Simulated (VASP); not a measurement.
Set up this calculation in VASP 6.6.1, as the native input.

```
Task                   : relaxation of cell and atoms
Functional             : r2SCAN
Potentials or basis    : VASP PAW PBE potentials, release 64 (Ti_sv, O)
Cutoff                 : 600 eV
k mesh                 : 8 × 8 × 8
Occupations            : fermi-dirac, width 0.02 eV
Spin                   : no spin polarisation
Dipole correction      : no
Further INCAR settings : ALGO = Normal; EDIFF = 1e-07; IBRION = 2; EDIFFG = -0.005; NSW = 80; ISIF = 3
```

TiO2:

```
Ti O
1.0
     0.00000    2.41497    2.41497
     2.41497    0.00000    2.41497
     2.41497    2.41497    0.00000
Ti O
1 2
Direct
  0.00000 0.00000 0.00000
  0.25000 0.25000 0.25000
  0.75000 0.75000 0.75000
```

These files were run (other wordings do the same):

POSCAR

```
TiO2
1.0
    0.0000000000      2.4149673021      2.4149673021
    2.4149673021      0.0000000000      2.4149673021
    2.4149673021      2.4149673021      0.0000000000
Ti O
1 2
Direct
    0.0000000000      0.0000000000      0.0000000000
    0.2500000000      0.2500000000      0.2500000000
    0.7500000000      0.7500000000      0.7500000000
```

INCAR.step1

```
PREC = Accurate
ENCUT = 600
ISMEAR = -1
SIGMA = 0.02
LREAL = False
LASPH = True
NELM = 100
GGA = PE
ALGO = Normal
EDIFF = 1E-4
LWAVE = True
LCHARG = False
```

INCAR.step2

```
PREC = Accurate
ENCUT = 600
EDIFF = 1E-7
ISMEAR = -1
SIGMA = 0.02
LREAL = False
LASPH = True
NELM = 100
ALGO = Normal
ISIF = 3
LWAVE = False
LCHARG = False
METAGGA = R2SCAN
LMIXTAU = True
IBRION = 2
NSW = 80
EDIFFG = -0.005
ISTART = 1
```

KPOINTS

```
regular mesh
0
Gamma
  8 8 8
```

Potentials or basis: VASP PAW PBE potentials, release 64 (Ti_sv, O).

Launch:

```bash
$ cat potpaw_PBE.64/Ti_sv/POTCAR potpaw_PBE.64/O/POTCAR > POTCAR
$ cp INCAR.step1 INCAR
$ mpirun -np 1 vasp_std > vasp.out
$ cp INCAR.step2 INCAR
$ mpirun -np 1 vasp_std > vasp.out
```

It gave:

- Relaxed volume: 9.22 Å³/atom
- Relaxed cell: a = 3.395 Å, b = 3.395 Å, c = 3.395 Å, α = 60.00°, β = 60.00°, γ = 60.00°
- Space group after relaxing (to 0.05 Å): Fm-3m (No. 225)
- Energy gained by relaxing: 2.6 meV/atom
- Ionic steps: 3
- Pressure after relaxing: 0.0 GPa
- Band gap on the k mesh: 1.54 eV, indirect (least direct gap 2.23 eV)

Caveat: the PAW data sets were made with another functional, which shifts forces and pressure a little.

Run time: 7.9 min on 1 thread of AMD EPYC 7R13, on a shared host, peak memory 0.15 GiB.
